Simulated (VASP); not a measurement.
Write the native input for VASP 6.6.1 that does the following.

```yaml
Task: single point
Functional: HSE06
Potentials_or_basis: VASP PAW PBE potentials, release 64 (W_sv, S)
Cutoff: 520 eV
k_mesh: 6 × 6 × 2
Occupations: gaussian, width 0.01 eV
Spin: no spin polarisation
Dipole_correction: no
Grid_for_exact_exchange_PRECFOCK: Normal
Further_INCAR_settings: ALGO = Normal; EDIFF = 1e-06; NBANDS = 20
Share_of_exact_exchange: 0.25
Screening_parameter: 0.2079 1/Å
```

WS2, a slab with vacuum:

```xyz
3
Lattice="3.1835 0.0000 0.0000 -1.5918 2.7570 0.0000 0.0000 0.0000 16.9506" Properties=species:S:1:pos:R:3 pbc="T T T"
W     0.0000    0.0000    0.0000
S     0.0000    1.8380    1.5595
S     0.0000    1.8380   15.3911
```

One way to write it, as run:

POSCAR

```
WS2
1.0
    3.1835163552      0.0000000000      0.0000000000
   -1.5917581776      2.7570060369      0.0000000000
    0.0000000000      0.0000000000     16.9505778900
W S
1 2
Direct
    0.0000000000      0.0000000000      0.0000000000
    0.3333333333      0.6666666667      0.0920005100
    0.3333333333      0.6666666667      0.9079994900
```

INCAR.step1

```
ALGO = Normal
EDIFF = 1E-5
ENCUT = 520
GGA = PE
ISIF = 2
ISMEAR = 0
LASPH = T
LCHARG = F
LREAL = F
LWAVE = T
NBANDS = 20
NELM = 60
PREC = Accurate
SIGMA = 0.01
```

INCAR.step2

```
ALGO = Normal
EDIFF = 1E-6
ENCUT = 520
GGA = PE
HFSCREEN = 0.2079
ISIF = 2
ISMEAR = 0
ISTART = 1
LASPH = T
LCHARG = F
LHFCALC = T
LREAL = F
LWAVE = F
NBANDS = 20
NELM = 60
PREC = Accurate
PRECFOCK = Normal
SIGMA = 0.01
```

KPOINTS

```
k-points
0
Gamma
  6 6 2
```

Potentials or basis: VASP PAW PBE potentials, release 64 (W_sv, S).

Command:

```bash
$ cat potpaw_PBE.64/W_sv/POTCAR potpaw_PBE.64/S/POTCAR > POTCAR
$ cp INCAR.step1 INCAR
$ mpirun -np 1 vasp_std > vasp.out
$ cp INCAR.step2 INCAR
$ mpirun -np 1 vasp_std > vasp.out
```

Results of the run:

```yaml
Largest_force: 0.275 eV/Å
Band_gap_on_the_k_mesh: 2.28 eV
```

Caveat: there is no dipole correction, which matters where the two faces differ; the PAW data sets were made with another functional, which shifts forces and pressure a little; spin-orbit coupling is left out, which moves the levels of the heavy elements.

Run time: 93 min on 1 thread of Oxide Virtual Turin-like Processor, with other jobs on the host, peak memory 0.37 GiB.
